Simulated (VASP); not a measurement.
# NaCl (Fm-3m) in VASP: further runs

The runs below take NaCl through single point, relaxation of cell and atoms, with r2SCAN.

All numbers are computed with VASP 6.6.1; they aren't measurements. Logs are shortened: lines on timing, memory, paths and dates and some standing lists are left out, and cuts for length are marked.

**1. The cell of the first run**

The structure is cubic, space group Fm-3m (No. 225). Conventional cell: a = 5.608 Å, b = 5.608 Å, c = 5.608 Å, α = 90.00°, β = 90.00°, γ = 90.00°. Within 3.7 Å of Na (site symmetry m-3m) lie 6 Cl at 2.80 Å. Cl (site symmetry m-3m) has 6 Na at 2.80 Å within 3.7 Å.

**2. Single point, r2SCAN**

The input, POSCAR:

```
NaCl
1.0
    0.0000000000      2.8038239228      2.8038239228
    2.8038239228      0.0000000000      2.8038239228
    2.8038239228      2.8038239228      0.0000000000
Na Cl
1 1
Direct
    0.0000000000      0.0000000000      0.0000000000
    0.5000000000      0.5000000000      0.5000000000
```

The input, INCAR.step1:

```
ALGO     = Normal         # electronic algorithm
EDIFF    = 1E-5           # SCF threshold, eV
ENCUT    = 550            # plane-wave cutoff, eV
GGA      = PE             # functional
GGA_COMPAT= False        
ISMEAR   = -1             # smearing method
LASPH    = True           # aspherical terms in the spheres
LCHARG   = False          # write CHGCAR
LREAL    = False          # projectors in reciprocal space
LWAVE    = True           # write WAVECAR
NBANDS   = 14             # bands
NELM     = 120            # most SCF steps
PREC     = Accurate       # precision mode
SIGMA    = 0.01           # smearing width, eV
```

The input, INCAR.step2:

```
ALGO     = Normal         # electronic algorithm
EDIFF    = 1E-6           # SCF threshold, eV
ENCUT    = 550            # plane-wave cutoff, eV
GGA_COMPAT= False        
ISIF     = 2              # what is computed and relaxed
ISMEAR   = -1             # smearing method
ISTART   = 1            
LASPH    = True           # aspherical terms in the spheres
LCHARG   = False          # write CHGCAR
LMIXTAU  = True         
LREAL    = False          # projectors in reciprocal space
LWAVE    = False          # write WAVECAR
METAGGA  = R2SCAN         # meta-GGA
NBANDS   = 14             # bands
NELM     = 120            # most SCF steps
PREC     = Accurate       # precision mode
SIGMA    = 0.01           # smearing width, eV
```

The input, KPOINTS:

```
k-points
0
Gamma
  7 7 7
```

Potentials or basis: VASP PAW PBE potentials, release 64 (Na_pv, Cl).

The run is started by

```console
$ cat potpaw_PBE.64/Na_pv/POTCAR potpaw_PBE.64/Cl/POTCAR > POTCAR
$ cp INCAR.step1 INCAR
$ mpirun -np 1 vasp_std > vasp.out
$ cp INCAR.step2 INCAR
$ mpirun -np 1 vasp_std > vasp.out
```

OUTCAR:

```text
EDIFF = 1E-6
   ENCUT = 550
   ISIF = 2
   ISMEAR = -1
   ISTART = 1
   LASPH = True
   LREAL = False
   METAGGA = R2SCAN
   NELM = 120
   PREC = Accurate

 ion  position               nearest neighbor table
   1  0.000  0.000  0.000-
   2  0.500  0.500  0.500-

  LATTYP: Found a face centered cubic cell.
 ALAT       =     5.6076478456

  Lattice vectors:

 A1 = (   0.0000000000,   2.8038239228,   2.8038239228)
 A2 = (   2.8038239228,   0.0000000000,   2.8038239228)
 A3 = (   2.8038239228,   2.8038239228,   0.0000000000)

Analysis of symmetry for initial positions (statically):
=====================================================================
 Subroutine PRICEL returns:
 Original cell was already a primitive cell.

 Routine SETGRP: Setting up the symmetry group for a
 face centered cubic supercell.

 Subroutine GETGRP returns: Found 48 space group operations
 (whereof 48 operations were pure point group operations)
 out of a pool of 48 trial point group operations.

The static configuration has the point symmetry O_h .

Analysis of symmetry for dynamics (positions and initial velocities):
=====================================================================
 Subroutine PRICEL returns:
 Original cell was already a primitive cell.

 Routine SETGRP: Setting up the symmetry group for a
 face centered cubic supercell.

 Subroutine GETGRP returns: Found 48 space group operations
 (whereof 48 operations were pure point group operations)
 out of a pool of 48 trial point group operations.

The dynamic configuration has the point symmetry O_h .

 Subroutine INISYM returns: Found 48 space group operations
 (whereof 48 operations are pure point group operations),
 and found     1 'primitive' translations

----------------------------------------------------------------------------------------

                                     Primitive cell

  volume of cell :      44.0841

  direct lattice vectors                    reciprocal lattice vectors
     0.000000000  2.803823923  2.803823923    -0.178327889  0.178327889  0.178327889
     2.803823923  0.000000000  2.803823923     0.178327889 -0.178327889  0.178327889
     2.803823923  2.803823923  0.000000000     0.178327889  0.178327889 -0.178327889

  length of vectors
     3.965205818  3.965205818  3.965205818     0.308872963  0.308872963  0.308872963

  position of ions in fractional coordinates (direct lattice)
     0.000000000  0.000000000  0.000000000
     0.500000000  0.500000000  0.500000000

  ion indices of the primitive-cell ions
   primitive index   ion index
                 1           1
                 2           2

----------------------------------------------------------------------------------------

 KPOINTS: k-points

Automatic generation of k-mesh.
 Grid dimensions read from file:
 generate k-points for:    7    7    7

 Generating k-lattice:

  Cartesian coordinates                     Fractional coordinates (reciprocal lattice)
    -0.025475413  0.025475413  0.025475413     0.142857143  0.000000000  0.000000000
     0.025475413 -0.025475413  0.025475413     0.000000000  0.142857143  0.000000000
     0.025475413  0.025475413 -0.025475413     0.000000000  0.000000000  0.142857143

  Length of vectors
     0.044124709  0.044124709  0.044124709

  Shift w.r.t. Gamma in fractional coordinates (k-lattice)
     0.000000000  0.000000000  0.000000000

 Subroutine IBZKPT returns following result:
 ===========================================

 Found     20 irreducible k-points:

 Following reciprocal coordinates:
            Coordinates               Weight
  0.000000  0.000000  0.000000      1.000000
  0.142857  0.000000  0.000000      8.000000
  0.285714  0.000000  0.000000      8.000000
  0.428571  0.000000  0.000000      8.000000
  0.142857  0.142857  0.000000      6.000000
  0.285714  0.142857  0.000000     24.000000
[... 12 lines left out ...]
 -0.428571  0.428571  0.142857     24.000000
 -0.285714  0.428571  0.142857     24.000000
   k-points           NKPTS =     20   k-points in BZ     NKDIM =     20   number of bands    NBANDS=     14
   number of dos      NEDOS =    301   number of ions     NIONS =      2
   total plane-waves  NPLWV =  27000
   dimension x,y,z NGX =    30 NGY =   30 NGZ =   30
   dimension x,y,z NGXF=    60 NGYF=   60 NGZF=   60
   ions per type =               1   1
   NGX,Y,Z   is equivalent  to a cutoff of  12.58, 12.58, 12.58 a.u.
   NGXF,Y,Z  is equivalent  to a cutoff of  25.16, 25.16, 25.16 a.u.
 SYSTEM =  unknown system
   PREC   = accura    normal or accurate (medium, high low for compatibility)
   ISTART =      1    job   : 0-new  1-cont  2-samecut
   ICHARG =      0    charge: 1-file 2-atom 10-const
   ISPIN  =      1    spin polarized calculation?
   LNONCOLLINEAR =      F non collinear calculations
   LSORBIT =      F    spin-orbit coupling
   LASPH  =      T    aspherical Exc in radial PAW
   ENCUT  =  550.0 eV  40.42 Ry    6.36 a.u.   7.58  7.58  7.58*2*pi/ulx,y,z
   NELM   =    120;   NELMIN=  2; NELMDL=  0     # of ELM steps
   EDIFF  = 0.1E-05   stopping-criterion for ELM
   LREAL  =      F    real-space projection
[... 7 lines left out ...]
   TEBEG  =    0.0;   TEEND  =   0.0 temperature during run
   PSTRESS=    0.0 pullay stress
   NELECT =      14.0000    total number of electrons
   NUPDOWN=      -1.0000    fix difference up-down
   EMIN   =  10.00;   EMAX   =-10.00  energy-range for DOS
   EFERMI =   0.00;   METHOD = LEGACY
   ISMEAR =    -1;   SIGMA  =   0.01  broadening in eV -4-tet -1-fermi 0-gaus
   EFERMI_NEDOS =   21; number of points for ismear=-14 and -15
   IALGO  =     38    algorithm
   IMIX   =      4    mixing-type and parameters
     AMIX     =   0.40;   BMIX     =  1.00
     AMIX_MAG =   1.60;   BMIX_MAG =  1.00
  volume/ion in A,a.u.               =      22.04       148.75
  Fermi-wavevector in a.u.,A,eV,Ry     =   1.116924  2.110679 16.973515  1.247518
  Thomas-Fermi vector in A             =   2.253542
   LORBIT       =      0    0 simple, 1 ext, 2 COOP (PROOUT), +10 PAW based schemes
   METAGGA = R2SCAN    functional components
   LHFCALC =     F    Hartree Fock is set to
   AEXX    =    0.0000 exact exchange contribution
   IVDW    =     0    specifies the selected vdW correction
   LEPSILON=     F    determine dielectric tensor
   LRPA    =     F    only Hartree local field effects (RPA)
 non-spin polarized calculation
  energy-cutoff  :      550.00
  volume of cell :       44.08
 maximum number of plane-waves:      1309
   NGX = 15   NGY = 15   NGZ = 15

 number of electron      14.0000003 magnetization

 Free energy of the ion-electron system (eV)
  ---------------------------------------------------
  ext. energy  EPLUGINS =         0.00000000
  ---------------------------------------------------
  free energy    TOTEN  =       -13.79111471 eV

  energy without entropy =      -13.79111471  energy(sigma->0) =      -13.79111471

 E-fermi :  -0.8504     XC(G=0):  -8.7251

 val. band max:       -1.0641981412   @ k =   0.0000   0.0000   0.0000
 cond. band min:       4.9293652718   @ k =   0.0000   0.0000   0.0000
 fundamental gap:      5.9935634130
 Fermi energy:        -0.8504219729

 k-point     1 :       0.0000    0.0000    0.0000
  band No.  band energies     occupation
      1     -22.5517      2.00000
      2     -22.5517      2.00000
      3     -22.5517      2.00000
      4     -14.3261      2.00000
      5      -1.0642      2.00000
      6      -1.0642      2.00000
      7      -1.0642      2.00000
      8       4.9294      0.00000
      9      10.7128      0.00000
     10      10.7128      0.00000
     11      10.7128      0.00000
     12      12.9838      0.00000
     13      12.9838      0.00000
     14      14.6143      0.00000

 k-point     2 :       0.1429    0.0000    0.0000
  band No.  band energies     occupation
      1     -22.5576      2.00000
      2     -22.5521      2.00000
      3     -22.5521      2.00000
      4     -14.2616      2.00000
      5      -1.5285      2.00000
      6      -1.1214      2.00000
      7      -1.1214      2.00000
      8       5.5568      0.00000
      9      10.0682      0.00000
     10      10.9763      0.00000
     11      10.9763      0.00000
     12      12.7391      0.00000
     13      12.7391      0.00000
     14      15.8269      0.00000

 k-point     3 :       0.2857    0.0000    0.0000
  band No.  band energies     occupation
      1     -22.5707      2.00000
      2     -22.5530      2.00000
      3     -22.5530      2.00000
      4     -14.1116      2.00000
      5      -2.3821      2.00000
      6      -1.2447      2.00000
      7      -1.2447      2.00000
      8       6.5935      0.00000
      9       9.7262      0.00000
     10      11.0506      0.00000
     11      11.0506      0.00000
     12      13.3057      0.00000
     13      13.3057      0.00000
     14      15.6092      0.00000

 k-point     4 :       0.4286    0.0000    0.0000
  band No.  band energies     occupation
      1     -22.5811      2.00000
      2     -22.5537      2.00000
      3     -22.5537      2.00000
      4     -13.9858      2.00000
      5      -2.9598      2.00000
      6      -1.3392      2.00000
      7      -1.3392      2.00000
      8       6.9049      0.00000
      9      10.4893      0.00000
     10      10.7894      0.00000
     11      10.7894      0.00000
     12      15.0906      0.00000
     13      15.2063      0.00000
     14      15.2063      0.00000

 k-point     5 :       0.1429    0.1429    0.0000
  band No.  band energies     occupation
      1     -22.5572      2.00000
      2     -22.5533      2.00000
      3     -22.5533      2.00000
      4     -14.2423      2.00000
      5      -1.5523      2.00000
      6      -1.1948      2.00000
      7      -1.1948      2.00000
      8       5.7694      0.00000
      9       9.6642      0.00000
     10      11.2489      0.00000
     11      11.2489      0.00000
[... 208 lines left out ...]
 k-point    18 :      -0.4286    0.2857    0.1429
  band No.  band energies     occupation
      1     -22.5742      2.00000
      2     -22.5610      2.00000
      3     -22.5564      2.00000
      4     -13.9381      2.00000
      5      -2.6611      2.00000
      6      -1.9303      2.00000
      7      -1.5294      2.00000
      8       8.2298      0.00000
      9       9.3682      0.00000
     10       9.5984      0.00000
     11      11.8349      0.00000
     12      14.0194      0.00000
     13      15.4972      0.00000
     14      16.8210      0.00000

 k-point    19 :      -0.4286    0.4286    0.1429
  band No.  band energies     occupation
      1     -22.5705      2.00000
      2     -22.5618      2.00000
      3     -22.5601      2.00000
      4     -13.9196      2.00000
      5      -2.6177      2.00000
      6      -1.9055      2.00000
      7      -1.7230      2.00000
      8       8.1826      0.00000
      9       8.2876      0.00000
     10      10.1934      0.00000
     11      12.5651      0.00000
     12      14.6740      0.00000
     13      15.9161      0.00000
     14      16.6591      0.00000

 k-point    20 :      -0.2857    0.4286    0.1429
  band No.  band energies     occupation
      1     -22.5678      2.00000
      2     -22.5668      2.00000
      3     -22.5594      2.00000
      4     -13.9042      2.00000
      5      -2.3789      2.00000
      6      -2.3032      2.00000
      7      -1.7069      2.00000
      8       8.5819      0.00000
      9       9.0483      0.00000
     10       9.7558      0.00000
     11      11.6750      0.00000
     12      14.6678      0.00000
     13      15.2997      0.00000
     14      17.2698      0.00000

------------------------ aborting loop because EDIFF is reached ----------------------------------------

  FORCE on cell =-STRESS in cart. coord.  units (eV):
  Direction    XX          YY          ZZ          XY          YZ          ZX
  --------------------------------------------------------------------------------------
  -------------------------------------------------------------------------------------
  Total       -0.0477429     -0.0477429     -0.0477429     -0.0000000     -0.0000000      0.0000000
  in kB       -1.7351496     -1.7351496     -1.7351496     -0.0000000     -0.0000000      0.0000000
  external PRESSURE =      -1.7351496 kB  Pullay stress =       0.0000000 kB

 VOLUME and BASIS-vectors are now :
 -----------------------------------------------------------------------------
  energy-cutoff  :      550.00
  volume of cell :       44.08
      direct lattice vectors                 reciprocal lattice vectors
     0.000000000  2.803823923  2.803823923    -0.178327889  0.178327889  0.178327889
     2.803823923  0.000000000  2.803823923     0.178327889 -0.178327889  0.178327889
     2.803823923  2.803823923  0.000000000     0.178327889  0.178327889 -0.178327889

 POSITION                                       TOTAL-FORCE (eV/Angst)
 -----------------------------------------------------------------------------------
      0.00000      0.00000      0.00000        -0.000000     -0.000000     -0.000000
      2.80382      2.80382      2.80382         0.000000      0.000000      0.000000
 -----------------------------------------------------------------------------------
    total drift:                               -0.000000      0.000000      0.000000

  FREE ENERGIE OF THE ION-ELECTRON SYSTEM (eV)
  ---------------------------------------------------
  free  energy   TOTEN  =       -13.7911147063 eV

  energy  without entropy=      -13.7911147063  energy(sigma->0) =      -13.79111471
```

Wall time 35 s (1 thread of AMD EPYC 9R45 (Zen 5), shared host); peak memory 0.14 GiB.

What came out:

| Quantity | Value |
| --- | --- |
| Free energy | -13.7911 eV |
| Pressure | -0.2 GPa |
| Band gap on the k mesh | 5.99 eV |

Levels at points of the mesh, in eV from the valence-band top:
```tsv
k point	band 3	band 4	band 5	band 6	band 7	band 8	band 9	band 10	band 11	band 12
(0.00, 0.00, 0.00)	-21.49	-13.26	0.00	0.00	0.00	5.99	11.78	11.78	11.78	14.05
```

Caveat: the PAW data sets were made with another functional, which shifts forces and pressure a little.

**3. Relaxation of cell and atoms, r2SCAN**

This run uses another cell than the first one, of 22.19 Å³/atom.

The input, POSCAR:

```
NaCl
1.0
    0.0000000000      2.8100000000      2.8100000000
    2.8100000000      0.0000000000      2.8100000000
    2.8100000000      2.8100000000      0.0000000000
Na Cl
1 1
Direct
    0.0000000000      0.0000000000      0.0000000000
    0.5000000000      0.5000000000      0.5000000000
```

The input, INCAR.step1:

```
ALGO = Normal ; EDIFF = 1E-5
EDIFFG = -0.005 ; ENCUT = 550
GGA = PE ; GGA_COMPAT = False
IBRION = 2 ; ISIF = 3
ISMEAR = -1 ; LASPH = True
LCHARG = False ; LREAL = False
LWAVE = True ; NELM = 120
NELMIN = 4 ; NSW = 100
PREC = Accurate ; SIGMA = 0.01
```

The input, INCAR.step2:

```
ALGO = Normal ; EDIFF = 1E-7
EDIFFG = -0.01 ; ENCUT = 550
GGA_COMPAT = False ; IBRION = 2
ISIF = 3 ; ISMEAR = -1
ISTART = 1 ; LASPH = True
LCHARG = False ; LMIXTAU = True
LREAL = False ; LWAVE = False
METAGGA = R2SCAN ; NELM = 120
NELMIN = 4 ; NSW = 60
PREC = Accurate ; SIGMA = 0.01
```

KPOINTS is that of step 2.

Potentials or basis: VASP PAW PBE potentials, release 64 (Na_pv, Cl).

The run is started by

```console
$ cat potpaw_PBE.64/Na_pv/POTCAR potpaw_PBE.64/Cl/POTCAR > POTCAR
$ cp INCAR.step1 INCAR
$ mpirun -np 1 vasp_std > vasp.out
$ cp INCAR.step2 INCAR
$ mpirun -np 1 vasp_std > vasp.out
```

Wall time 2.3 min (1 thread of AMD EPYC 9R45 (Zen 5), shared host); peak memory 0.14 GiB.

The run converged. Its results:

- Free energy: -13.7914 eV
- Relaxed volume: 21.88 Å³/atom
- Relaxed cell: a = 3.956 Å, b = 3.956 Å, c = 3.956 Å, α = 60.00°, β = 60.00°, γ = 60.00°
- Space group after relaxing (to 0.1 Å): Fm-3m (No. 225)
- Energy gained by relaxing: 0.4 meV/atom
- Ionic steps: 4
- Pressure after relaxing: 0.0 GPa
- Band gap on the k mesh: 6.02 eV

The path:
| step | energy change (eV) | largest force (eV/Å) | pressure (GPa) | volume (Å³) |
| --- | --- | --- | --- | --- |
| 1 | 0.0000 | 0.0000 | -0.37 | 44.38 |
| 2 | -0.0006 | 0.0000 | -0.16 | 44.04 |
| 3 | -0.0007 | 0.0000 | -0.09 | 43.95 |
| 4 | -0.0008 | 0.0000 | 0.04 | 43.76 |

Final structure:
```
Na Cl
1.0
     0.00000    2.79704    2.79704
     2.79704    0.00000    2.79704
     2.79704    2.79704    0.00000
Na Cl
1 1
Cartesian
  2.7970 2.7970 0.0000
  2.7970 2.7970 2.7970
```

Levels at points of the mesh, in eV from the valence-band top:
| k point | band 3 | band 4 | band 5 | band 6 | band 7 | band 8 | band 9 | band 10 | band 11 |
| --- | --- | --- | --- | --- | --- | --- | --- | --- | --- |
| (0.00, 0.00, 0.00) | -21.47 | -13.28 | 0.00 | 0.00 | 0.00 | 6.02 | 11.78 | 11.78 | 11.78 |

Caveat: the PAW data sets were made with another functional, which shifts forces and pressure a little.
